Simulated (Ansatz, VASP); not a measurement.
One calculation of Ti, two programs

INCAR

```
SYSTEM = Ti
ALGO = Normal
EDIFF = 1E-8
ENCUT = 520
GGA = PS
ISIF = 2
ISMEAR = -1
LASPH = .True.
LCHARG = .False.
LEFG = .True.
LREAL = .False.
LWAVE = .False.
NBANDS = 19
NELM = 80
PREC = Accurate
SIGMA = 0.05
```

KPOINTS

```
k-points
0
Gamma
  14 14 8
  0 0 0
```

Contents of POSCAR:

```
Ti
1.0
    2.9499978604      0.0000000000      0.0000000000
   -1.4749989302      2.5547730882      0.0000000000
    0.0000000000      0.0000000000      4.5922800000
Ti
2
Direct
    0.3333333333      0.6666666667      0.2500000000
    0.6666666667      0.3333333333      0.7500000000
```

Input for Ansatz:

```yaml
crystal:
  lattice:
    - [2.9499978604, 0.0, 0.0]
    - [-1.4749989302, 2.5547730882, 0.0]
    - [0.0, 0.0, 4.59228]
  atoms:
    - { symbol: Ti, position: [0.3333333333, 0.6666666667, 0.25] }
    - { symbol: Ti, position: [0.6666666667, 0.3333333333, 0.75] }
kpoints:
  mp_grid: { grid: [14, 14, 8] }
scf:
  occupations: { method: fermi_dirac, width: 0.05 }
hamiltonian:
  xc: pbesol
  pseudopotentials: { kind: paw }
output:
  forces: true
  stress: true
  eigenvalues: true
  efg: { contact_densities: true }
  write_density: true
  write_potential: true
  elf: true
  volumetric_format: npy
```

Change from the starting cell: zz strain of -2 %, PAW files.

Alike in both runs: task electric field gradients; functional PBEsol; k mesh 14 × 14 × 8; occupations fermi-dirac, width 0.05 eV; no spin polarisation.

|  | VASP | Ansatz |
| --- | --- | --- |
| version | VASP 6.6.1 | Ansatz 0.2.0 |
| potentials or method | VASP PAW PBE potentials, release 64 (Ti_sv) | PAW with Ansatz's default frozen-core files, scalar-relativistic |
| plane-wave cutoff (eV) | 520 | 420 |
| valence electrons in the cell | 24 | 24 |

|  | VASP | Ansatz | Ansatz less VASP |
| --- | --- | --- | --- |
| pressure (GPa) | -4.0 | -3.8 | +0.24 |
| traceless stress, the component that is largest in VASP (GPa) | 1.05 | 1.06 | +0.011 |
| size of Vzz on the site where it differs most (V/Å²) | 21.8 | 24.0 | +2.16 |

VASP's potentials were made for PBE, not for PBEsol. With one functional, cell and mesh, what is left measures potentials, basis and numerics.
